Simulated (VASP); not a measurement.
# SnO2 (R-3m) in VASP: notebook, part 3 of 3

VASP 6.6.1.

## Step 4: Single point, r2SCAN (strain +0.080 along x and y, -0.080 along z)

Input file POSCAR:

```
SnO2
1.0
    1.7464605212      1.0083194521      4.4165451773
   -1.7464605212      1.0083194521      4.4165451773
    0.0000000000     -2.0166389041      4.4165451773
Sn O
1 2
Direct
    0.5000000000      0.5000000000      0.5000000000
    0.2371700000      0.2371700000      0.2371700000
    0.7628300000      0.7628300000      0.7628300000
```

Input file INCAR.step1:

```
PREC = Accurate
ENCUT = 520
ISMEAR = 0
SIGMA = 0.05
LREAL = F
LASPH = T
NELM = 60
NBANDS = 20
GGA = PE
ALGO = Normal
EDIFF = 1E-4
LWAVE = T
LCHARG = F
```

Input file INCAR.step2:

```
PREC = Accurate
ENCUT = 520
EDIFF = 1E-7
ISMEAR = 0
SIGMA = 0.05
LREAL = F
LASPH = T
NELM = 60
ALGO = Normal
ISIF = 2
LWAVE = F
LCHARG = F
METAGGA = R2SCAN
LMIXTAU = T
NBANDS = 20
ISTART = 1
```

Input file KPOINTS:

```
regular mesh
0
Gamma
  12 12 12
```

Potentials or basis: VASP PAW PBE potentials, release 64 (Sn_d, O).

On the command line:

```sh
$ cat potpaw_PBE.64/Sn_d/POTCAR potpaw_PBE.64/O/POTCAR > POTCAR
$ cp INCAR.step1 INCAR
$ mpirun -np 1 vasp_std > vasp.out
$ cp INCAR.step2 INCAR
$ mpirun -np 1 vasp_std > vasp.out
```

OUTCAR:

```text
PREC = Accurate
   ENCUT = 520
   EDIFF = 1E-7
   ISMEAR = 0
   LREAL = F
   LASPH = T
   NELM = 60
   ISIF = 2
   METAGGA = R2SCAN
   ISTART = 1

 ion  position               nearest neighbor table
   1  0.500  0.500  0.500-   2 2.22   2 2.22   3 2.22   3 2.22   2 2.22   3 2.22
   2  0.237  0.237  0.237-   1 2.22   1 2.22   1 2.22
   3  0.763  0.763  0.763-   1 2.22   1 2.22   1 2.22

  LATTYP: Found a trigonal (rhomboedric) cell.
 ALAT       =     4.8551728880
 COS(alpha) =     0.7412155702

  Lattice vectors:

 A1 = (   1.7464605212,   1.0083194521,   4.4165451773)
 A2 = (  -1.7464605212,   1.0083194521,   4.4165451773)
 A3 = (   0.0000000000,  -2.0166389041,   4.4165451773)

Analysis of symmetry for initial positions (statically):
=====================================================================
 Subroutine PRICEL returns:
 Original cell was already a primitive cell.

 Routine SETGRP: Setting up the symmetry group for a
 trigonal (rhombohedral) supercell.

 Subroutine GETGRP returns: Found 12 space group operations
 (whereof 12 operations were pure point group operations)
[... 159 lines left out ...]
  ---------------------------------------------------
  ext. energy  EPLUGINS =         0.00000000
  ---------------------------------------------------
  free energy    TOTEN  =       -40.99102350 eV

  energy without entropy =      -40.99102350  energy(sigma->0) =      -40.99102350

 E-fermi :   3.0046     XC(G=0): -10.4760

 val. band max:        2.6932938556   @ k =  -0.0833   0.0833   0.0000
 cond. band min:       3.4446274945   @ k =   0.0000   0.0000   0.0000
 fundamental gap:      0.7513336389
 Fermi energy:         3.0046492216

 k-point     1 :       0.0000    0.0000    0.0000
  band No.  band energies     occupation
      1     -18.2980      2.00000
      2     -18.1144      2.00000
      3     -18.1144      2.00000
      4     -18.0146      2.00000
      5     -18.0146      2.00000
      6     -15.6855      2.00000
[... 541 lines left out ...]
     19      16.3332      0.00000
     20      16.7225      0.00000

 [... further k-points ...]
[... 5 lines left out ...]
  --------------------------------------------------------------------------------------
  -------------------------------------------------------------------------------------
  Total       -8.1200548     -8.1200548     -2.3521478     -0.0000000     -0.0000000      0.0000000
  in kB     -278.7909658   -278.7909659    -80.7577736     -0.0000000     -0.0000000      0.0000000
  external PRESSURE =    -212.7799018 kB  Pullay stress =       0.0000000 kB

 VOLUME and BASIS-vectors are now :
 -----------------------------------------------------------------------------
  energy-cutoff  :      520.00
  volume of cell :       46.66
      direct lattice vectors                 reciprocal lattice vectors
     1.746460521  1.008319452  4.416545177     0.286293331  0.165291532  0.075473774
    -1.746460521  1.008319452  4.416545177    -0.286293331  0.165291532  0.075473774
     0.000000000 -2.016638904  4.416545177     0.000000000 -0.330583063  0.075473774

 POSITION                                       TOTAL-FORCE (eV/Angst)
 -----------------------------------------------------------------------------------
      0.00000      0.00000      6.62482         0.000000      0.000000      0.000000
      0.00000      0.00000      3.14242         0.000000     -0.000000     -0.678070
      0.00000      0.00000     10.10722         0.000000      0.000000      0.678070
 -----------------------------------------------------------------------------------
    total drift:                                0.000000     -0.000000      0.000000

  FREE ENERGIE OF THE ION-ELECTRON SYSTEM (eV)
  ---------------------------------------------------
  free  energy   TOTEN  =       -40.9910235003 eV

  energy  without entropy=      -40.9910235003  energy(sigma->0) =      -40.99102350
```

OSZICAR.step1:

```text
N       E                     dE             d eps       ncg     rms          rms(c)
DAV:   1     0.252764219114E+03    0.25276E+03   -0.13860E+04  7948   0.184E+03
DAV:   2     0.873844407585E+01   -0.24403E+03   -0.23131E+03  8252   0.480E+02
DAV:   3    -0.199333674282E+02   -0.28672E+02   -0.28312E+02  8812   0.140E+02
DAV:   4    -0.207731953944E+02   -0.83983E+00   -0.83901E+00  8344   0.260E+01
DAV:   5    -0.207898966484E+02   -0.16701E-01   -0.16701E-01  9048   0.392E+00    0.103E+01
DAV:   6    -0.178499056371E+02    0.29400E+01   -0.13120E+01 11960   0.607E+01    0.434E+00
DAV:   7    -0.177879095080E+02    0.61996E-01   -0.78076E-01  7840   0.718E+00    0.202E+00
DAV:   8    -0.177664430588E+02    0.21466E-01   -0.11045E-01  7988   0.329E+00    0.391E-01
DAV:   9    -0.177653838313E+02    0.10592E-02   -0.14088E-02 11044   0.119E+00    0.109E-01
DAV:  10    -0.177661196466E+02   -0.73582E-03   -0.18789E-03  7772   0.447E-01    0.349E-02
DAV:  11    -0.177661776793E+02   -0.58033E-04   -0.88826E-05  6896   0.129E-01
   1 F= -.17766178E+02 E0= -.17766178E+02  d E =-.244996E-09
```

Run time: 23 min. Hardware: 1 thread of Intel Xeon 8259CL, shared host; peak memory 0.33 GiB.

Results:

```yaml
Free_energy: -40.9910 eV
Pressure: -21.3 GPa
Largest_force: 0.678 eV/Å
Band_gap_on_the_k_mesh: 0.75 eV (least direct gap 0.78 eV)
```

Forces on the atoms (eV/Å):
```
Sn   0.000  0.000  0.000
O    0.000  0.000 -0.678
O    0.000  0.000  0.678
```

Caveat: the cell differs from its parent crystal (strain +0.080 along x and y, -0.080 along z); the stress differs along the axes, from -28 to -8 GPa; semilocal functionals underestimate gaps, and a narrow one can read as zero; the PAW data sets were made with another functional, which shifts forces and pressure a little; spin-orbit coupling is left out, which moves the levels of the heavy elements.

## Step 5: Single point, r2SCAN (strain +0.000 along x and y, +0.080 along z)

Input file POSCAR:

```
SnO2
1.0
    1.6170930752      0.9336291223      5.1846399907
   -1.6170930752      0.9336291223      5.1846399907
    0.0000000000     -1.8672582446      5.1846399907
Sn O
1 2
Direct
    0.5000000000      0.5000000000      0.5000000000
    0.2371700000      0.2371700000      0.2371700000
    0.7628300000      0.7628300000      0.7628300000
```

Input file INCAR.step1:

```
SYSTEM = SnO2
PREC = Accurate
ENCUT = 520
ISMEAR = 0
SIGMA = 0.05
LREAL = .FALSE.
LASPH = .TRUE.
NELM = 60
NBANDS = 20
GGA = PE
ALGO = Normal
EDIFF = 1E-4
LWAVE = .TRUE.
LCHARG = .FALSE.
```

Input file INCAR.step2:

```
SYSTEM = SnO2
PREC = Accurate
ENCUT = 520
EDIFF = 1E-7
ISMEAR = 0
SIGMA = 0.05
LREAL = .FALSE.
LASPH = .TRUE.
NELM = 60
ALGO = Normal
ISIF = 2
LWAVE = .FALSE.
LCHARG = .FALSE.
METAGGA = R2SCAN
LMIXTAU = .TRUE.
NBANDS = 20
ISTART = 1
```

Input file KPOINTS:

```
regular mesh
0
G
  12 12 12
  0 0 0
```

On the command line:

```sh
$ cat potpaw_PBE.64/Sn_d/POTCAR potpaw_PBE.64/O/POTCAR > POTCAR
$ cp INCAR.step1 INCAR
$ mpirun -np 1 vasp_std > vasp.out
$ cp INCAR.step2 INCAR
$ mpirun -np 1 vasp_std > vasp.out
```

Wall time 53 min (1 thread of Intel Xeon 8259CL, shared host); peak memory 0.39 GiB.

Results (log left out):

```yaml
Free_energy: -41.4190 eV
Pressure: -11.5 GPa
Largest_force: 1.603 eV/Å
Band_gap_on_the_k_mesh: 2.43 eV (least direct gap 2.55 eV)
```

Forces on the atoms (eV/Å):
```
Sn   0.000  0.000  0.000
O    0.000  0.000 -1.603
O    0.000  0.000  1.603
```

Stress tensor (GPa, compression positive):
```
-10.63   0.00   0.00
  0.00 -10.63   0.00
  0.00   0.00 -13.36
```

Levels at points of the mesh, in eV from the valence-band top:
| k point | band 9 | band 10 | band 11 | band 12 | band 13 | band 14 | band 15 | band 16 | band 17 | band 18 |
| --- | --- | --- | --- | --- | --- | --- | --- | --- | --- | --- |
| (0.00, 0.00, 0.00) | -1.00 | -1.00 | -0.63 | -0.63 | -0.12 | 2.43 | 6.32 | 11.76 | 11.92 | 11.92 |
| (0.50, 0.00, 0.00) | -3.97 | -2.50 | -1.43 | -0.46 | -0.40 | 5.53 | 7.99 | 10.97 | 12.56 | 12.87 |
| (0.50, 0.50, 0.00) | -4.11 | -2.56 | -1.24 | -0.38 | -0.03 | 5.32 | 7.41 | 11.27 | 12.09 | 12.80 |
| (0.50, 0.50, 0.50) | -1.04 | -1.04 | -0.93 | -0.61 | -0.61 | 3.38 | 6.12 | 12.01 | 12.01 | 12.17 |

Caveat: the cell differs from its parent crystal (strain +0.000 along x and y, +0.080 along z); the cell stands under tension; the PAW data sets were made with another functional, which shifts forces and pressure a little; spin-orbit coupling is left out, which moves the levels of the heavy elements. A k mesh can miss the band edges.

## Step 6: Overview

```tsv
cell	gap on the mesh (eV)	pressure (GPa)	largest force (eV/Å)
a = 5.001 Å, angles 39.3°, 3 atoms	1.56	-15.1	0.66
a = 5.330 Å, angles 35.3°, 3 atoms	2.43	-9.2	1.09
a = 4.855 Å, angles 42.2°, 3 atoms	0.75	-21.3	0.68
a = 5.511 Å, angles 34.1°, 3 atoms	2.43	-11.5	1.60
```

Alike in all rows: task single point; level r2SCAN; potentials or basis VASP PAW PBE potentials, release 64 (Sn_d, O); no spin polarisation; k mesh 12 × 12 × 12; cutoff (eV) 520; smearing gaussian 0.05 eV.

Caveats: the PAW data sets were made with another functional, which shifts forces and pressure a little; spin-orbit coupling is left out, which moves the levels of the heavy elements; the cell stands under tension (at least some runs); the stress differs along the axes, from -19 to -7 GPa (at least some runs); the stress differs along the axes, from -28 to -8 GPa (at least some runs); semilocal functionals underestimate gaps, and a narrow one can read as zero (at least some runs).

Total energies depend on the potentials used, so only differences within one code and one set of settings carry meaning.
